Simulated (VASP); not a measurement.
The system is Sn.

```
Sn
1.0
     0.00000    3.13116    3.13116
     3.13116    0.00000    3.13116
     3.13116    3.13116    0.00000
Sn
2
Direct
  0.50000 0.50000 0.50000
  0.75000 0.75000 0.75000
```

This isn't the form of Sn at room conditions, which is tetragonal (white tin).

- Program: VASP 6.6.1
- Task: relaxation of cell and atoms
- Functional: PBEsol
- Potentials or basis: VASP PAW PBE potentials, release 64 (Sn_d)
- Cutoff: 600 eV
- k mesh: 12 × 12 × 12
- Occupations: gaussian, width 0.1 eV
- Spin: no spin polarisation

At the start: pressure 7.4 GPa; volume 30.70 Å³/atom.

Question: Where does the relaxation end?

Answer: Over 3 steps the energy falls by 85.7 meV/atom and the volume is 34.91 Å³/atom (+13.7 %); space group Fd-3m (No. 227, to 0.1 Å) before and after.

The path:
| step | energy change (eV) | largest force (eV/Å) | pressure (GPa) | volume (Å³) |
| --- | --- | --- | --- | --- |
| 1 | 0.0000 | 0.0000 | 7.36 | 61.40 |
| 2 | -0.1313 | 0.0000 | -2.42 | 74.80 |
| 3 | -0.1714 | 0.0000 | 0.00 | 69.82 |

Final structure:
```
CELL_PARAMETERS angstrom
0.00000 3.26826 3.26826
3.26826 0.00000 3.26826
3.26826 3.26826 0.00000
ATOMIC_POSITIONS crystal
Sn 0.50000 0.50000 0.50000
Sn 0.75000 0.75000 0.75000
```

Caveat: the PAW data sets were made with another functional, which shifts forces and pressure a little.
